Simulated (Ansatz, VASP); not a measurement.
**One calculation of CdS, two programs**

Contents of POSCAR:

```
CdS
1.0
    0.0000000000      2.7347652956      2.7347652956
    2.7347652956      0.0000000000      2.7347652956
    2.7347652956      2.7347652956      0.0000000000
Cd S
1 1
Direct
    0.0000000000      0.0000000000      0.0000000000
    0.5000000000      0.5000000000      0.5000000000
```

The input INCAR.step1:

```
PREC     = Accurate       # precision mode
ENCUT    = 520            # plane-wave cutoff, eV
EDIFF    = 1E-5           # SCF threshold, eV
ISMEAR   = -1             # smearing method
SIGMA    = 0.05           # smearing width, eV
LREAL    = False          # projectors in reciprocal space
LASPH    = True           # aspherical terms in the spheres
NELM     = 80             # most SCF steps
ALGO     = Normal         # electronic algorithm
ISIF     = 2              # what is computed and relaxed
LWAVE    = True           # write WAVECAR
LCHARG   = False          # write CHGCAR
NBANDS   = 16             # bands
GGA      = PE             # functional
```

Contents of INCAR.step2:

```
PREC     = Accurate       # precision mode
ENCUT    = 520            # plane-wave cutoff, eV
EDIFF    = 1E-6           # SCF threshold, eV
ISMEAR   = -1             # smearing method
SIGMA    = 0.05           # smearing width, eV
LREAL    = False          # projectors in reciprocal space
LASPH    = True           # aspherical terms in the spheres
NELM     = 80             # most SCF steps
ALGO     = Normal         # electronic algorithm
ISIF     = 2              # what is computed and relaxed
LWAVE    = False          # write WAVECAR
LCHARG   = False          # write CHGCAR
GGA      = PE             # functional
LHFCALC  = True           # exact exchange
HFSCREEN = 0.2079         # screening, 1/A
PRECFOCK = Normal       
NBANDS   = 16             # bands
ISTART   = 1
```

The input KPOINTS:

```
regular mesh
0
Gamma
  6 6 6
```

Contents of input:

```
crystal:
  lattice:
    - [0.0, 2.7347652956, 2.7347652956]
    - [2.7347652956, 0.0, 2.7347652956]
    - [2.7347652956, 2.7347652956, 0.0]
  atoms:
    - { symbol: Cd, position: [0.0, 0.0, 0.0] }
    - { symbol: S, position: [0.5, 0.5, 0.5] }
hamiltonian:
  xc: hse06
  pseudopotentials: { kind: paw }
kpoints:
  mp_grid: { grid: [6, 6, 6] }
scf:
  occupations: { method: fermi_dirac, width: 0.05 }
output:
  forces: true
  stress: true
  eigenvalues: true
  write_density: true
  write_potential: true
  elf: true
  volumetric_format: npy
```

Alike in both runs: task single point; functional HSE06; k mesh 6 × 6 × 6; occupations fermi-dirac, width 0.05 eV; no spin polarisation.

|  | VASP | Ansatz |
| --- | --- | --- |
| version | VASP 6.6.1 | Ansatz 0.2.0 |
| potentials or method | VASP PAW PBE potentials, release 64 (Cd, S) | Ansatz PAW |
| plane-wave cutoff (eV) | 520 | 420 |
| valence electrons in the cell | 18 | 26 |

|  | VASP | Ansatz | Ansatz less VASP |
| --- | --- | --- | --- |
| gap on the k mesh at the Fermi level (eV) | 1.23 | 1.24 | +0.016 |
| least direct gap on the mesh (eV) | 2.68 | 2.71 | +0.029 |
| pressure (GPa) | -0.3 | -0.7 | -0.38 |

VASP's potentials hold 18 valence electrons a cell and Ansatz's 26, so a difference there can come from the potentials and not from the codes.
